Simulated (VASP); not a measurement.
AlN:

```
CELL_PARAMETERS angstrom
3.22380 0.00000 0.00000
-1.61190 2.79189 0.00000
0.00000 0.00000 4.61560
ATOMIC_POSITIONS crystal
Al 0.33333 0.66667 0.00173
Al 0.66667 0.33333 0.50173
N 0.33333 0.66667 0.38327
N 0.66667 0.33333 0.88327
```

| Item | Value |
| --- | --- |
| Program | VASP 6.6.1 |
| Task | relaxation of the atoms |
| Functional | PBE |
| Potentials or basis | VASP PAW PBE potentials, release 64 (Al, N) |
| Cutoff | 520 eV |
| k mesh | 9 × 9 × 6 |
| Occupations | gaussian, width 0.05 eV |
| Spin | no spin polarisation |

At the start: pressure 7.2 GPa; volume 10.39 Å³/atom.

How do energy, volume and symmetry change on relaxing?

Over 5 steps the energy falls by 61.9 meV/atom; space group P6_3mc (No. 186, to 0.1 Å) before and after.

The path:
```tsv
step	energy change (eV)	largest force (eV/Å)	pressure (GPa)
1	0.0000	2.1496	7.24
2	-0.2040	0.5330	0.31
3	-0.2477	0.0159	1.70
4	-0.2477	0.0112	1.63
5	-0.2477	0.0004	1.65
```

Final structure:
```xyz
4
Lattice="3.2238 0.0000 0.0000 -1.6119 2.7919 0.0000 0.0000 0.0000 4.6156" Properties=species:S:1:pos:R:3 pbc="T T T"
Al    0.0000    1.8613    4.5566
Al    1.6119    0.9306    2.2488
N     0.0000    1.8613    1.8360
N     1.6119    0.9306    4.1438
```
